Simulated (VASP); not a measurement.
## Bi: single point with r2SCAN

Crystal: Bi.

```
Bi
1.0
     2.26569    1.30810    4.13394
    -2.26569    1.30810    4.13394
     0.00000   -2.61619    4.13394
Bi
2
Cartesian
  0.0000 0.0000 2.8717
  0.0000 0.0000 9.5301
```

* Program: VASP 6.6.1
* Task: single point
* Functional: r2SCAN
* Potentials or basis: VASP PAW PBE potentials, release 64 (Bi_d)
* Cutoff: 520 eV
* k mesh: 12 × 12 × 12
* Occupations: gaussian, width 0.05 eV
* Spin: no spin polarisation

The pressure is -0.1 GPa and the band gap on the k mesh is zero (band 15 reaches 5.83 eV, above the bottom of band 16 at 5.72 eV).

Forces on the atoms (eV/Å):
```
Bi   0.000  0.000  0.002
Bi   0.000  0.000 -0.002
```

Levels at points of the mesh, in eV from the Fermi level:
```tsv
k point	band 11	band 12	band 13	band 14	band 15	band 16	band 17	band 18	band 19	band 20
(0.00, 0.00, 0.00)	-13.52	-7.84	-1.77	-1.22	-1.22	2.30	2.89	2.89	6.12	6.39
(0.50, 0.00, 0.00)	-11.60	-10.79	-1.81	-1.47	-0.39	-0.09	0.64	1.33	7.54	8.37
(0.50, 0.50, 0.00)	-11.69	-9.88	-4.66	-3.13	-2.88	2.50	4.83	5.68	6.56	9.52
(0.50, 0.50, 0.50)	-12.51	-10.08	-0.77	-0.70	-0.70	0.97	0.97	0.99	7.07	9.44
```

Run time: 10 min on 1 thread of Intel(R) Xeon(R) 6975P-C (Granite Rapids), with other jobs on the host, peak memory 0.38 GiB.

Caveat: the PAW data sets were made with another functional, which shifts forces and pressure a little; spin-orbit coupling is left out, which moves the levels of the heavy elements.
